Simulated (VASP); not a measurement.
# Ag: single point with PBEsol

The system is Ag.

```
Ag
1.0
     0.00000    1.96138    2.20655
     1.96138    0.00000    2.20655
     1.96138    1.96138    0.00000
Ag
1
Direct
  0.00000 0.00000 0.00000
```

This cell differs from its parent crystal: strain -0.040 along x and y, +0.080 along z.

```yaml
Program: VASP 6.6.1
Task: single point
Functional: PBEsol
Potentials_or_basis: VASP PAW PBE potentials, release 64 (Ag)
Cutoff: 520 eV
k_mesh: 20 × 20 × 20
Occupations: gaussian, width 0.15 eV
Spin: no spin polarisation
```

```yaml
Pressure: -1.7 GPa
Band_gap_on_the_k_mesh: zero (an odd number of electrons rules out a gap without spin polarisation)
```

Stress tensor (GPa, compression positive):
```
 0.41  0.00  0.00
 0.00  0.41  0.00
 0.00  0.00 -5.99
```

Levels at points of the mesh, in eV from the Fermi level:
```
           k point  band 4  band 5  band 6  band 7  band 8  band 9
(0.00, 0.00, 0.00)   -4.52   -4.23   -3.39   16.16   18.50   20.09
(0.50, 0.00, 0.00)   -3.10   -2.84   -0.47    3.64   14.20   17.66
(0.50, 0.50, 0.00)   -2.81   -2.81    0.29    4.87   12.06   12.06
(0.50, 0.00, 0.50)   -3.06   -2.43    2.22    7.72    9.97   10.05
```

Run time: 31 s on 1 thread of Intel(R) Xeon(R) 6975P-C (Granite Rapids), on a shared host, peak memory 0.24 GiB.

Caveat: the cell differs from its parent crystal (strain -0.040 along x and y, +0.080 along z); the PAW data sets were made with another functional, which shifts forces and pressure a little.
